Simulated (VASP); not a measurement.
A run of VASP 6.6.1:

The input POSCAR:

```
WO
1.0
    2.8260125931      0.0000000000      0.0000000000
    0.0000000000      2.8260125931      0.0000000000
    0.0000000000      0.0000000000      2.8260125931
W O
1 1
Direct
    0.0000000000      0.0000000000      0.0000000000
    0.5000000000      0.5000000000      0.5000000000
```

File INCAR.step1:

```
PREC = Accurate
ENCUT = 520
ISMEAR = 0
SIGMA = 0.1
LREAL = F
LASPH = T
NELM = 60
NBANDS = 17
GGA = PE
ALGO = Normal
EDIFF = 1E-4
LWAVE = T
LCHARG = F
```

INCAR.step2

```
PREC = Accurate
ENCUT = 520
EDIFF = 1E-7
ISMEAR = 0
SIGMA = 0.1
LREAL = F
LASPH = T
NELM = 60
ALGO = Normal
ISIF = 2
LWAVE = F
LCHARG = F
METAGGA = R2SCAN
LMIXTAU = T
NBANDS = 17
ISTART = 1
```

The input KPOINTS:

```
Automatic mesh
0
Gamma
  14 14 14
```

Potentials or basis: VASP PAW PBE potentials, release 64 (W_sv, O).

The run is started by

```bash
$ cat potpaw_PBE.64/W_sv/POTCAR potpaw_PBE.64/O/POTCAR > POTCAR
$ cp INCAR.step1 INCAR
$ mpirun -np 1 vasp_std > vasp.out
$ cp INCAR.step2 INCAR
$ mpirun -np 1 vasp_std > vasp.out
```

Hardware: 1 thread of Intel Xeon 6975P-C, on a shared host.

Problem. How long does it take, and how much memory?

Solution. It took 71 s on 1 thread of Intel Xeon 6975P-C (shared host), peak memory 0.18 GiB. Counts: k points 120.
